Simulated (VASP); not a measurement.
Here is a VASP 6.6.1 calculation.

The input INCAR:

```
PREC     = Accurate       # precision mode
ENCUT    = 520            # plane-wave cutoff, eV
EDIFF    = 1E-7           # SCF threshold, eV
ISMEAR   = 0              # smearing method
SIGMA    = 0.15           # smearing width, eV
LREAL    = F              # projectors in reciprocal space
LASPH    = T              # aspherical terms in the spheres
NELM     = 100            # most SCF steps
ALGO     = Normal         # electronic algorithm
ISIF     = 2              # what is computed and relaxed
LWAVE    = F              # write WAVECAR
LCHARG   = F              # write CHGCAR
GGA      = CA             # functional
NBANDS   = 13             # bands
```

KPOINTS

```
regular mesh
0
Gamma
  22 22 22
```

File POSCAR:

```
O
1.0
    0.0000000000      1.5843530486      3.4635546785
    1.5741248961      0.0000000000      3.4635546785
    1.5741248961      1.5843530486      0.0000000000
O
2
Direct
    0.0808467867      0.0808467867      0.9191532133
    0.9191532133      0.9191532133      0.0808467867
```

Potentials or basis: VASP PAW LDA potentials, release 64 (O).

Command:

```sh
$ cat potpaw_LDA.64/O/POTCAR > POTCAR
$ mpirun -np 1 vasp_std > vasp.out
```

(1) What does it give for the band gap on the k mesh?

(2) What does it give for the largest force?

(3) What does it give for the pressure?

## Answers

(1) zero (bands 6 and 7 overlap by 3.50 eV).

(2) 10.920 eV/Å.

(3) 42.5 GPa.

Caveat: the standard files for N, O and F lose accuracy on very short bonds; spin is off for a triplet molecule; the stress differs along the axes, from 6 to 116 GPa; forces of over 1 eV/Å act on the atoms, so gaps and moduli don't describe the material at rest.
